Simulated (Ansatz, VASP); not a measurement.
**BaTiO3 in VASP and in Ansatz**

```
CELL_PARAMETERS angstrom
2.82737 1.63238 2.31839
-2.82737 1.63238 2.31839
0.00000 -3.26476 2.31839
ATOMIC_POSITIONS crystal
Ba 0.00000 0.00000 0.00000
Ti 0.48450 0.48450 0.48450
O 0.50860 0.01750 0.50860
O 0.01750 0.50860 0.50860
O 0.50860 0.50860 0.01750
```

Alike in both runs: task relaxation of cell and atoms; functional r2SCAN; dispersion rVV10; k mesh 7 × 7 × 7; occupations fermi-dirac, width 0.05 eV; no spin polarisation.

|  | VASP | Ansatz |
| --- | --- | --- |
| version | VASP 6.6.1 | Ansatz 0.2.0 |
| potentials or method | VASP PAW PBE potentials, release 64 (Ba_sv, Ti_sv, O) | Ansatz PAW |
| plane-wave cutoff (eV) | 600 | 500 |
| valence electrons in the cell | 40 | 40 |

VASP gave:

- gap on the k mesh at the Fermi level, each at its own relaxed structure (eV): 2.71
- relaxed volume (Å³/atom): 12.97
- relaxed cell length with the largest relative difference (Å): 4.018

Question: What did Ansatz give for the same quantities?

Answer: gap on the k mesh at the Fermi level, each at its own relaxed structure (eV): 2.80; relaxed volume (Å³/atom): 12.84; relaxed cell length with the largest relative difference (Å): 4.004.

VASP's potentials were made for PBE, not for r2SCAN.

Neither program's run includes spin-orbit coupling. Noted on Ansatz's run: odd divisions of the mesh miss points on the zone boundary, where band edges often lie, so the gap on the mesh can be too wide; the plane-wave basis is chosen anew once the cell has moved, so the energies of steps on either side of that aren't comparable.
